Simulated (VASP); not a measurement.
TePb, 2 atoms in the cell. Symmetry: I4/mmm, No. 139, tetragonal system. The conventional cell has a = 4.655 Å, b = 4.655 Å, c = 6.454 Å, α = 90.00°, β = 90.00°, γ = 90.00°. Within 4.2 Å of Te (site symmetry 4/mmm) lie 6 Pb at 3.23 to 3.29 Å. Within 4.2 Å of Pb (site symmetry 4/mmm) lie 6 Te at 3.23 to 3.29 Å.  This cell differs from its parent crystal: equal xx and yy strain of +2 %.

```yaml
Program: VASP 6.6.1
Task: single point
Functional: PBEsol
Potentials_or_basis: VASP PAW PBE potentials, release 64 (Te, Pb_d)
Cutoff: 520 eV
k_mesh: 10 × 10 × 10
Occupations: fermi-dirac, width 0.03 eV
Spin: no spin polarisation
Dipole_correction: no
Further_INCAR_settings: ALGO = Normal; EDIFF = 1e-06; NBANDS = 17
```

Potentials or basis: VASP PAW PBE potentials, release 64 (Te, Pb_d).

Launch:

```sh
$ cat potpaw_PBE.64/Te/POTCAR potpaw_PBE.64/Pb_d/POTCAR > POTCAR
$ mpirun -np 1 vasp_std > vasp.out
```

Hardware: 1 thread of Intel(R) Xeon(R) Platinum 8488C (Sapphire Rapids), on a shared host.

Question: Estimate the wall time of this run.

Answer: It took 83 s on 1 thread of Intel(R) Xeon(R) Platinum 8488C (Sapphire Rapids), on a shared host, peak memory 0.29 GiB. Counts: scf iterations 12, k points 102.
